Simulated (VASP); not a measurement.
Input of a VASP 6.6.1 run:

The input POSCAR:

```
Be
1.0
    2.2853000000      0.0000000000      0.0000000000
   -1.1426500000      1.9791278553      0.0000000000
    0.0000000000      0.0000000000      3.5842000000
Be
2
Direct
    0.6666666667      0.3333333333      0.7500000000
    0.3333333333      0.6666666667      0.2500000000
```

File INCAR.step1:

```
SYSTEM = Be
PREC = Accurate
ENCUT = 520
ISMEAR = 0
SIGMA = 0.1
LREAL = .False.
LASPH = .True.
NELM = 80
NBANDS = 9
GGA = PE
ALGO = Normal
EDIFF = 1E-4
LWAVE = .True.
LCHARG = .False.
```

Contents of INCAR.step2:

```
SYSTEM = Be
PREC = Accurate
ENCUT = 520
EDIFF = 1E-6
ISMEAR = 0
SIGMA = 0.1
LREAL = .False.
LASPH = .True.
NELM = 80
ALGO = Normal
ISIF = 2
LWAVE = .False.
LCHARG = .False.
METAGGA = R2SCAN
LMIXTAU = .True.
NBANDS = 9
ISTART = 1
```

The input KPOINTS:

```
regular mesh
0
Gamma
  12 12 7
  0 0 0
```

Potentials or basis: VASP PAW PBE potentials, release 64 (Be).

Run with:

```sh
$ cat potpaw_PBE.64/Be/POTCAR > POTCAR
$ cp INCAR.step1 INCAR
$ mpirun -np 1 vasp_std > vasp.out
$ cp INCAR.step2 INCAR
$ mpirun -np 1 vasp_std > vasp.out
```

**Question.** What does it give for the pressure?

**Answer.** -2.8 GPa.

**Question.** Estimate the band gap on the k mesh.

**Answer.** Zero (band 2 reaches 7.79 eV, above the bottom of band 3 at 5.79 eV).

Stress tensor (GPa, compression positive):
```
-3.38  0.00  0.00
 0.00 -3.38  0.00
 0.00  0.00 -1.71
```

Caveat: the PAW data sets were made with another functional, which shifts forces and pressure a little.
